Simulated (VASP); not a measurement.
Set up this calculation in VASP 6.6.1, as the native input.

| Property | Result |
| --- | --- |
| Task | single point |
| Functional | PBEsol |
| Dispersion | D3(BJ) |
| Potentials or basis | VASP PAW PBE potentials, release 64 (Te, Mo_sv, H) |
| Cutoff | 400 eV |
| k mesh | 9 × 9 × 2 |
| Occupations | gaussian, width 0.05 eV |
| Spin | no spin polarisation |
| Dipole correction | no |
| Further INCAR settings | ALGO = Normal; EDIFF = 1e-06; NBANDS = 50 |

The structure of Te6Mo3H (a cell with a defect) lies in POSCAR:

```
Te6Mo3H
1.0
    3.4334342720      0.0000000000      0.0000000000
   -1.7167171360      2.9734413017      0.0000000000
    0.0000000000      0.0000000000     20.7704294686
Te Mo H
6 3 1
Direct
    0.0000000000      0.0000000000      0.9125759363
    0.3333333333      0.6666666667      0.5917818730
    0.3333333333      0.6666666667      0.2333053354
    0.3333333333      0.6666666667      0.7666946646
    0.3333333333      0.6666666667      0.4082181270
    0.0000000000      0.0000000000      0.0874240637
    0.0000000000      0.0000000000      0.6791511892
    0.0000000000      0.0000000000      0.3208488108
    0.3333333333      0.6666666667      0.0000000000
   -0.1356431633     -0.5261549150      0.5856769680
```

These files were run (other wordings do the same):

INCAR

```
SYSTEM = Te6Mo3H
ALGO     = Normal         ! electronic algorithm
EDIFF    = 1E-6           ! SCF threshold, eV
ENCUT    = 400            ! plane-wave cutoff, eV
GGA      = PS             ! functional
GGA_COMPAT= .FALSE.      
ISIF     = 2              ! what is computed and relaxed
ISMEAR   = 0              ! smearing method
IVDW     = 12             ! dispersion correction
LASPH    = .TRUE.         ! aspherical terms in the spheres
LCHARG   = .FALSE.        ! write CHGCAR
LREAL    = .FALSE.        ! projectors in reciprocal space
LWAVE    = .FALSE.        ! write WAVECAR
NBANDS   = 50             ! bands
NELM     = 120            ! most SCF steps
PREC     = Accurate       ! precision mode
SIGMA    = 0.05           ! smearing width, eV
```

KPOINTS

```
k-points
0
G
  9 9 2
  0 0 0
```

Potentials or basis: VASP PAW PBE potentials, release 64 (Te, Mo_sv, H).

Run with:

```console
$ cat potpaw_PBE.64/Te/POTCAR potpaw_PBE.64/Mo_sv/POTCAR potpaw_PBE.64/H/POTCAR > POTCAR
$ mpirun -np 1 vasp_std > vasp.out
```

Results of the run:

```
Pressure                   : 5.0 GPa
Largest force              : 8.032 eV/Å
Band gap on the k mesh     : zero (an odd number of electrons rules out a gap without spin polarisation)
Dispersion energy per atom : -0.503 eV
```

Caveat: the PAW data sets were made with another functional, which shifts forces and pressure a little; spin-orbit coupling is left out, which moves the levels of the heavy elements.

Wall time 8.9 min on 1 thread of AMD EPYC 9R45 96-Core Processor (Zen 5), on a shared host, peak memory 0.56 GiB.
